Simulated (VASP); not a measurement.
# Sn (Fd-3m) in VASP: further runs

Runs on Sn. Level: LDA. Tasks: single point, relaxation of cell and atoms.

Program: VASP 6.6.1. These are calculated values, not measurements. Logs are shortened: lines on timing, memory, paths and dates and some standing lists are left out, and cuts for length are marked.

## Step 1: The cell of the first run

Symmetry: Fd-3m, No. 227, cubic system. The conventional cell has a = 6.474 Å, b = 6.474 Å, c = 6.474 Å, α = 90.00°, β = 90.00°, γ = 90.00°. Sn (site symmetry -43m) has 4 Sn at 2.80 Å within 3.7 Å.

This isn't the form of Sn at room conditions, which is tetragonal (white tin).

## Step 2: Single point, LDA

File INCAR:

```
SYSTEM = Sn
ALGO = Normal
EDIFF = 1E-6
ENCUT = 520
GGA = CA
ISIF = 2
ISMEAR = -1
LASPH = .True.
LCHARG = .False.
LREAL = .False.
LWAVE = .False.
NBANDS = 21
NELM = 100
PREC = Accurate
SIGMA = 0.1
```

File KPOINTS:

```
k-points
0
Gamma
  14 14 14
  0 0 0
```

File POSCAR:

```
Sn
1.0
    0.0000000000      3.2371605010      3.2371605010
    3.2371605010      0.0000000000      3.2371605010
    3.2371605010      3.2371605010      0.0000000000
Sn
2
Direct
    0.5000000000      0.5000000000      0.5000000000
    0.7500000000      0.7500000000      0.7500000000
```

Potentials or basis: VASP PAW LDA potentials, release 64 (Sn_d).

The run is started by

```bash
cat potpaw_LDA.64/Sn_d/POTCAR > POTCAR
mpirun -np 1 vasp_std > vasp.out
```

OUTCAR:

```text
SYSTEM = Sn
   EDIFF = 1E-6
   ENCUT = 520
   GGA = CA
   ISIF = 2
   ISMEAR = -1
   LASPH = .True.
   LREAL = .False.
   NELM = 100
   PREC = Accurate

 ion  position               nearest neighbor table
   1  0.500  0.500  0.500-   2 2.80   2 2.80   2 2.80   2 2.80
   2  0.750  0.750  0.750-   1 2.80   1 2.80   1 2.80   1 2.80

  LATTYP: Found a face centered cubic cell.
 ALAT       =     6.4743210020

  Lattice vectors:

 A1 = (   0.0000000000,   3.2371605010,   3.2371605010)
 A2 = (   3.2371605010,   0.0000000000,   3.2371605010)
 A3 = (   3.2371605010,   3.2371605010,   0.0000000000)

Analysis of symmetry for initial positions (statically):
=====================================================================
 Subroutine PRICEL returns:
 Original cell was already a primitive cell.

 Routine SETGRP: Setting up the symmetry group for a
 face centered cubic supercell.

 Subroutine GETGRP returns: Found 48 space group operations
 (whereof 24 operations were pure point group operations)
 out of a pool of 48 trial point group operations.

The static configuration has the point symmetry T_d .
 The point group associated with its full space group is O_h .

Analysis of symmetry for dynamics (positions and initial velocities):
=====================================================================
 Subroutine PRICEL returns:
 Original cell was already a primitive cell.

 Routine SETGRP: Setting up the symmetry group for a
 face centered cubic supercell.

 Subroutine GETGRP returns: Found 48 space group operations
 (whereof 24 operations were pure point group operations)
 out of a pool of 48 trial point group operations.

The dynamic configuration has the point symmetry T_d .
 The point group associated with its full space group is O_h .

 Subroutine INISYM returns: Found 48 space group operations
 (whereof 24 operations are pure point group operations),
 and found     1 'primitive' translations

----------------------------------------------------------------------------------------

                                     Primitive cell

  volume of cell :      67.8458

  direct lattice vectors                    reciprocal lattice vectors
     0.000000000  3.237160501  3.237160501    -0.154456351  0.154456351  0.154456351
     3.237160501  0.000000000  3.237160501     0.154456351 -0.154456351  0.154456351
     3.237160501  3.237160501  0.000000000     0.154456351  0.154456351 -0.154456351

  length of vectors
     4.578036284  4.578036284  4.578036284     0.267526248  0.267526248  0.267526248

  position of ions in fractional coordinates (direct lattice)
     0.500000000  0.500000000  0.500000000
     0.750000000  0.750000000  0.750000000

  ion indices of the primitive-cell ions
   primitive index   ion index
                 1           1
                 2           2

----------------------------------------------------------------------------------------

 KPOINTS: k-points

Automatic generation of k-mesh.
 Grid dimensions read from file:
 generate k-points for:   14   14   14

 Generating k-lattice:

  Cartesian coordinates                     Fractional coordinates (reciprocal lattice)
    -0.011032597  0.011032597  0.011032597     0.071428571  0.000000000  0.000000000
     0.011032597 -0.011032597  0.011032597     0.000000000  0.071428571  0.000000000
     0.011032597  0.011032597 -0.011032597     0.000000000  0.000000000  0.071428571

  Length of vectors
     0.019109018  0.019109018  0.019109018

  Shift w.r.t. Gamma in fractional coordinates (k-lattice)
     0.000000000  0.000000000  0.000000000

 Subroutine IBZKPT returns following result:
 ===========================================

 Found    104 irreducible k-points:

 Following reciprocal coordinates:
            Coordinates               Weight
  0.000000  0.000000  0.000000      1.000000
  0.071429  0.000000  0.000000      8.000000
  0.142857  0.000000  0.000000      8.000000
  0.214286  0.000000  0.000000      8.000000
  0.285714  0.000000  0.000000      8.000000
  0.357143  0.000000  0.000000      8.000000
[... 16 lines left out ...]
  0.214286  0.142857  0.000000     24.000000
  0.285714  0.142857  0.000000     24.000000
 [... further k-points ...]
   k-points           NKPTS =    104   k-points in BZ     NKDIM =    104   number of bands    NBANDS=     21
   number of dos      NEDOS =    301   number of ions     NIONS =      2
   total plane-waves  NPLWV =  46656
   dimension x,y,z NGX =    36 NGY =   36 NGZ =   36
   dimension x,y,z NGXF=    72 NGYF=   72 NGZF=   72
   ions per type =               2
   NGX,Y,Z   is equivalent  to a cutoff of  13.07, 13.07, 13.07 a.u.
   NGXF,Y,Z  is equivalent  to a cutoff of  26.15, 26.15, 26.15 a.u.
 SYSTEM =  Sn
   PREC   = accura    normal or accurate (medium, high low for compatibility)
   ISTART =      0    job   : 0-new  1-cont  2-samecut
   ICHARG =      2    charge: 1-file 2-atom 10-const
   ISPIN  =      1    spin polarized calculation?
   LNONCOLLINEAR =      F non collinear calculations
   LSORBIT =      F    spin-orbit coupling
   LASPH  =      T    aspherical Exc in radial PAW
   ENCUT  =  520.0 eV  38.22 Ry    6.18 a.u.   8.51  8.51  8.51*2*pi/ulx,y,z
   NELM   =    100;   NELMIN=  2; NELMDL= -5     # of ELM steps
   EDIFF  = 0.1E-05   stopping-criterion for ELM
   LREAL  =      F    real-space projection
   EDIFFG = 0.1E-04   stopping-criterion for IOM
   NSW    =      0    number of steps for IOM
   IBRION =     -1    ionic relax: 0-MD 1-quasi-New 2-CG
   NFREE  =      0    steps in history (QN), initial steepest desc. (CG)
   ISIF   =      2    stress and relaxation
   ISYM   =      2    0-nonsym 1-usesym 2-fastsym
   POTIM  = 0.5000    time-step for ionic-motion
   TEBEG  =    0.0;   TEEND  =   0.0 temperature during run
   PSTRESS=    0.0 pullay stress
   NELECT =      28.0000    total number of electrons
   NUPDOWN=      -1.0000    fix difference up-down
   EMIN   =  10.00;   EMAX   =-10.00  energy-range for DOS
   EFERMI =   0.00;   METHOD = LEGACY
   ISMEAR =    -1;   SIGMA  =   0.10  broadening in eV -4-tet -1-fermi 0-gaus
   EFERMI_NEDOS =   21; number of points for ismear=-14 and -15
   IALGO  =     38    algorithm
   IMIX   =      4    mixing-type and parameters
     AMIX     =   0.40;   BMIX     =  1.00
     AMIX_MAG =   1.60;   BMIX_MAG =  1.00
  volume/ion in A,a.u.               =      33.92       228.92
  Fermi-wavevector in a.u.,A,eV,Ry     =   1.218858  2.303309 20.213032  1.485616
  Thomas-Fermi vector in A             =   2.354130
   LORBIT       =      0    0 simple, 1 ext, 2 COOP (PROOUT), +10 PAW based schemes
   GGA     = CA    functional components
   LHFCALC =     F    Hartree Fock is set to
   AEXX    =    0.0000 exact exchange contribution
   IVDW    =     0    specifies the selected vdW correction
   LEPSILON=     F    determine dielectric tensor
   LRPA    =     F    only Hartree local field effects (RPA)
 non-spin polarized calculation
  energy-cutoff  :      520.00
  volume of cell :       67.85
 maximum number of plane-waves:      1850
 NGX is ok and might be reduce to    36
   NGX = 17   NGY = 17   NGZ = 17

 number of electron      28.0000006 magnetization

 Free energy of the ion-electron system (eV)
  ---------------------------------------------------
  ext. energy  EPLUGINS =         0.00000000
  ---------------------------------------------------
  free energy    TOTEN  =        -8.94529216 eV

  energy without entropy =       -8.94051876  energy(sigma->0) =       -8.94290546

 E-fermi :   5.4734     XC(G=0):  -9.2250

 val. band max:        5.4189177298   @ k =   0.0714   0.0000   0.0000
 cond. band min:       5.4827565554   @ k =   0.3571   0.0000   0.0000
 fundamental gap:      0.0638388256
 Fermi energy:         5.4733969219

 k-point     1 :       0.0000    0.0000    0.0000
  band No.  band energies     occupation
      1     -16.1871      2.00000
      2     -16.1871      2.00000
      3     -16.1871      2.00000
      4     -16.1245      2.00000
      5     -16.1245      2.00000
      6     -15.8065      2.00000
[... 13 lines left out ...]
     20      13.4988      0.00000
     21      13.4988      0.00000

 k-point     2 :       0.0714    0.0000    0.0000
  band No.  band energies     occupation
      1     -16.1914      2.00000
      2     -16.1914      2.00000
      3     -16.1858      2.00000
      4     -16.1186      2.00000
      5     -16.1186      2.00000
      6     -15.8174      2.00000
[... 13 lines left out ...]
     20      12.9247      0.00000
     21      12.9247      0.00000

 k-point     3 :       0.1429    0.0000    0.0000
  band No.  band energies     occupation
      1     -16.2005      2.00000
      2     -16.2005      2.00000
      3     -16.1821      2.00000
      4     -16.1052      2.00000
      5     -16.1052      2.00000
      6     -15.8321      2.00000
[... 13 lines left out ...]
     20      12.4688      0.00000
     21      12.4688      0.00000

 k-point     4 :       0.2143    0.0000    0.0000
  band No.  band energies     occupation
      1     -16.2095      2.00000
      2     -16.2095      2.00000
      3     -16.1767      2.00000
      4     -16.0904      2.00000
      5     -16.0904      2.00000
      6     -15.8453      2.00000
[... 13 lines left out ...]
     20      12.2988      0.00000
     21      12.2988      0.00000

 k-point     5 :       0.2857    0.0000    0.0000
  band No.  band energies     occupation
      1     -16.2165      2.00000
      2     -16.2165      2.00000
      3     -16.1706      2.00000
      4     -16.0777      2.00000
      5     -16.0777      2.00000
      6     -15.8557      2.00000
[... 13 lines left out ...]
     20      12.4808      0.00000
     21      12.4808      0.00000
[... 382 lines left out ...]
     20      12.3376      0.00000
     21      12.6655      0.00000

 k-point    22 :       0.1429    0.1429    0.0000
  band No.  band energies     occupation
      1     -16.1984      2.00000
      2     -16.1984      2.00000
      3     -16.1956      2.00000
      4     -16.1078      2.00000
      5     -16.0841      2.00000
      6     -15.8711      2.00000
[... 13 lines left out ...]
     20      11.5606      0.00000
     21      13.7245      0.00000

 k-point    23 :       0.2143    0.1429    0.0000
  band No.  band energies     occupation
      1     -16.2103      2.00000
      2     -16.2049      2.00000
      3     -16.1882      2.00000
      4     -16.0969      2.00000
      5     -16.0666      2.00000
      6     -15.8907      2.00000
[... 13 lines left out ...]
     20      12.1878      0.00000
     21      13.5184      0.00000

 k-point    24 :       0.2857    0.1429    0.0000
  band No.  band energies     occupation
      1     -16.2227      2.00000
      2     -16.2124      2.00000
      3     -16.1760      2.00000
      4     -16.0834      2.00000
      5     -16.0508      2.00000
      6     -15.9060      2.00000
[... 13 lines left out ...]
     20      12.7131      0.00000
     21      13.4788      0.00000

 [... further k-points ...]

------------------------ aborting loop because EDIFF is reached ----------------------------------------

  FORCE on cell =-STRESS in cart. coord.  units (eV):
  Direction    XX          YY          ZZ          XY          YZ          ZX
  --------------------------------------------------------------------------------------
  -------------------------------------------------------------------------------------
  Total        0.0074420      0.0074420      0.0074420      0.0000000      0.0000000     -0.0000000
  in kB        0.1757429      0.1757429      0.1757429      0.0000000      0.0000000     -0.0000000
  external PRESSURE =       0.1757429 kB  Pullay stress =       0.0000000 kB

 VOLUME and BASIS-vectors are now :
 -----------------------------------------------------------------------------
  energy-cutoff  :      520.00
  volume of cell :       67.85
      direct lattice vectors                 reciprocal lattice vectors
     0.000000000  3.237160501  3.237160501    -0.154456351  0.154456351  0.154456351
     3.237160501  0.000000000  3.237160501     0.154456351 -0.154456351  0.154456351
     3.237160501  3.237160501  0.000000000     0.154456351  0.154456351 -0.154456351

 POSITION                                       TOTAL-FORCE (eV/Angst)
 -----------------------------------------------------------------------------------
      3.23716      3.23716      3.23716         0.000000     -0.000000      0.000000
      4.85574      4.85574      4.85574        -0.000000      0.000000     -0.000000
 -----------------------------------------------------------------------------------
    total drift:                                0.000000      0.000000      0.000000

  FREE ENERGIE OF THE ION-ELECTRON SYSTEM (eV)
  ---------------------------------------------------
  free  energy   TOTEN  =        -8.9452921650 eV

  energy  without entropy=       -8.9405187582  energy(sigma->0) =       -8.94290546
```

It took 3 min on 1 thread of Intel Xeon 8259CL, shared host; peak memory 0.22 GiB.

Results:

```yaml
Free_energy: -8.9453 eV
Pressure: 0.0 GPa
Band_gap_on_the_k_mesh: zero (bands 14 and 15 overlap by 0.17 eV)
```

Caveat: spin-orbit coupling is left out, which moves the levels of the heavy elements.

## Step 3: Relaxation of cell and atoms, LDA

This run uses another cell than the first one, of 33.80 Å³/atom.

File INCAR:

```
SYSTEM = Sn
PREC     = Accurate       ! precision mode
ENCUT    = 600            ! plane-wave cutoff, eV
EDIFF    = 1E-6           ! SCF threshold, eV
ISMEAR   = -1             ! smearing method
SIGMA    = 0.1            ! smearing width, eV
LREAL    = .False.        ! projectors in reciprocal space
LASPH    = .True.         ! aspherical terms in the spheres
NELM     = 100            ! most SCF steps
ALGO     = Normal         ! electronic algorithm
ISIF     = 3              ! what is computed and relaxed
LWAVE    = .False.        ! write WAVECAR
LCHARG   = .False.        ! write CHGCAR
GGA      = CA             ! functional
IBRION   = 2              ! ionic algorithm
NSW      = 100            ! ionic steps
EDIFFG   = -0.002         ! ionic threshold
```

File KPOINTS:

```
Automatic mesh
0
Gamma
  14 14 14
  0 0 0
```

File POSCAR:

```
Sn
1.0
    0.0000000000      3.2333428000      3.2333428000
    3.2333428000      0.0000000000      3.2333428000
    3.2333428000      3.2333428000      0.0000000000
Sn
2
Direct
    0.5000000000      0.5000000000      0.5000000000
    0.7500000000      0.7500000000      0.7500000000
```

Potentials or basis: VASP PAW LDA potentials, release 64 (Sn_d).

The run is started by

```bash
cat potpaw_LDA.64/Sn_d/POTCAR > POTCAR
mpirun -np 1 vasp_std > vasp.out
```

Run time: 7.5 min. Hardware: 1 thread of Intel Xeon 8259CL, shared host; peak memory 0.25 GiB.

It converged, with:

- Free energy: -8.9454 eV
- Relaxed volume: 33.96 Å³/atom
- Relaxed cell: a = 4.580 Å, b = 4.580 Å, c = 4.580 Å, α = 60.00°, β = 60.00°, γ = 60.00°
- Space group after relaxing (to 0.1 Å): Fd-3m (No. 227)
- Energy gained by relaxing: 0.1 meV/atom
- Ionic steps: 5
- Pressure after relaxing: 0.0 GPa
- Band gap on the k mesh: zero (bands 14 and 15 overlap by 0.18 eV)

The path:
```
step  energy change (eV)  largest force (eV/Å)  pressure (GPa)  volume (Å³)
   1              0.0000                0.0000            0.19        67.61
   2             -0.0002                0.0000           -0.07        68.00
   3             -0.0002                0.0000            0.02        67.91
   4             -0.0002                0.0000           -0.02        67.93
   5             -0.0002                0.0000            0.00        67.92
```

Final structure:
```
CELL_PARAMETERS angstrom
0.00000 3.23836 3.23836
3.23836 0.00000 3.23836
3.23836 3.23836 0.00000
ATOMIC_POSITIONS crystal
Sn 0.50000 0.50000 0.50000
Sn 0.75000 0.75000 0.75000
```

Levels at points of the mesh, in eV from the Fermi level:
| k point | band 12 | band 13 | band 14 | band 15 | band 16 | band 17 |
| --- | --- | --- | --- | --- | --- | --- |
| (0.00, 0.00, 0.00) | -0.79 | 0.05 | 0.05 | 0.05 | 2.12 | 2.12 |
| (0.50, 0.00, 0.00) | -6.39 | -1.16 | -1.16 | -0.12 | 3.19 | 3.19 |
| (0.50, 0.50, 0.00) | -7.61 | -2.51 | -2.51 | 0.72 | 0.72 | 7.66 |

Caveat: spin-orbit coupling is left out, which moves the levels of the heavy elements.

## Step 4: Relaxation of cell and atoms, LDA, target pressure 1 GPa, at which the enthalpy is minimised

File INCAR:

```
SYSTEM = Sn
  PREC = Accurate
  ENCUT = 600
  EDIFF = 1E-6
  ISMEAR = -1
  SIGMA = 0.1
  LREAL = .FALSE.
  LASPH = .TRUE.
  NELM = 80
  ALGO = Normal
  ISIF = 3
  LWAVE = .FALSE.
  LCHARG = .FALSE.
  IBRION = 2
  NSW = 100
  EDIFFG = -0.002
  PSTRESS = 10.0
```

File KPOINTS:

```
regular mesh
0
G
  14 14 14
  0 0 0
```

File POSCAR:

```
Sn
1.0
    0.0000000000      3.2371605010      3.2371605010
    3.2371605010      0.0000000000      3.2371605010
    3.2371605010      3.2371605010      0.0000000000
Sn
2
Direct
    0.5000000000      0.5000000000      0.5000000000
    0.7500000000      0.7500000000      0.7500000000
```

The run is started by

```bash
cat potpaw_LDA.64/Sn_d/POTCAR > POTCAR
mpirun -np 1 vasp_std > vasp.out
```

Wall time 10 min (1 thread of Intel Xeon 8259CL, shared host); peak memory 0.25 GiB.

The run converged. Its results:

| Quantity | Value |
| --- | --- |
| Free energy | -8.9411 eV |
| Relaxed volume | 33.25 Å³/atom |
| Relaxed cell | a = 4.547 Å, b = 4.547 Å, c = 4.547 Å, α = 60.00°, β = 60.00°, γ = 60.00° |
| Space group after relaxing (to 0.1 Å) | Fd-3m (No. 227) |
| Energy change on relaxing (the run minimises the enthalpy) | +2.2 meV/atom |
| Ionic steps | 6 |
| Pressure after relaxing | 1.0 GPa |
| Band gap on the k mesh | zero (bands 14 and 15 overlap by 0.13 eV) |

The path:
| step | energy change (eV) | largest force (eV/Å) | pressure (GPa) | volume (Å³) |
| --- | --- | --- | --- | --- |
| 1 | 0.0000 | 0.0000 | 0.03 | 67.85 |
| 2 | 0.0093 | 0.0000 | 1.48 | 65.85 |
| 3 | 0.0043 | 0.0000 | 0.99 | 66.50 |
| 4 | 0.0044 | 0.0000 | 1.02 | 66.47 |
| 5 | 0.0042 | 0.0000 | 0.99 | 66.51 |
| 6 | 0.0043 | 0.0000 | 1.00 | 66.49 |

Final structure:
```yaml
crystal:
  lattice:
    - [0.00000, 3.21552, 3.21552]
    - [3.21552, 0.00000, 3.21552]
    - [3.21552, 3.21552, 0.00000]
  atoms:
    - { symbol: Sn, position: [0.50000, 0.50000, 0.50000] }
    - { symbol: Sn, position: [0.75000, 0.75000, 0.75000] }
```

Levels at points of the mesh, in eV from the Fermi level:
| k point | band 10 | band 11 | band 12 | band 13 | band 14 | band 15 | band 16 | band 17 | band 18 |
| --- | --- | --- | --- | --- | --- | --- | --- | --- | --- |
| (0.00, 0.00, 0.00) | -21.30 | -10.88 | -0.65 | 0.04 | 0.04 | 0.04 | 2.11 | 2.11 | 2.11 |
| (0.50, 0.00, 0.00) | -21.25 | -9.20 | -6.49 | -1.21 | -1.21 | -0.09 | 3.19 | 3.19 | 5.47 |
| (0.50, 0.50, 0.00) | -21.23 | -7.70 | -7.70 | -2.60 | -2.60 | 0.69 | 0.69 | 7.78 | 7.78 |

Caveat: the cell is relaxed towards a set pressure, so the run minimises the enthalpy, not the energy; spin-orbit coupling is left out, which moves the levels of the heavy elements.

## Step 5: The runs side by side

| task | cell | cutoff (eV) | gap on the mesh (eV) | pressure (GPa) |
| --- | --- | --- | --- | --- |
| single point | a = 4.578 Å, angles 60.0°, 2 atoms | 520 | none | 0.0 |
| relaxation of cell and atoms | relaxed from a = 4.573 Å, angles 60.0°, 2 atoms | 600 | none | 0.0 |
| relaxation of cell and atoms | relaxed to 1 GPa from a = 4.578 Å, angles 60.0°, 2 atoms | 600 | none | 1.0 |

Alike in all rows: level LDA; potentials or basis VASP PAW LDA potentials, release 64 (Sn_d); no spin polarisation; k mesh 14 × 14 × 14; smearing fermi-dirac 0.1 eV.

Caveats: spin-orbit coupling is left out, which moves the levels of the heavy elements; the cell is relaxed towards a set pressure, so the run minimises the enthalpy, not the energy (at least some runs).

Absolute energies hang on the potentials; compare differences alone.

The gap in the log of VASP goes by the Fermi energy; the results here count the filled bands.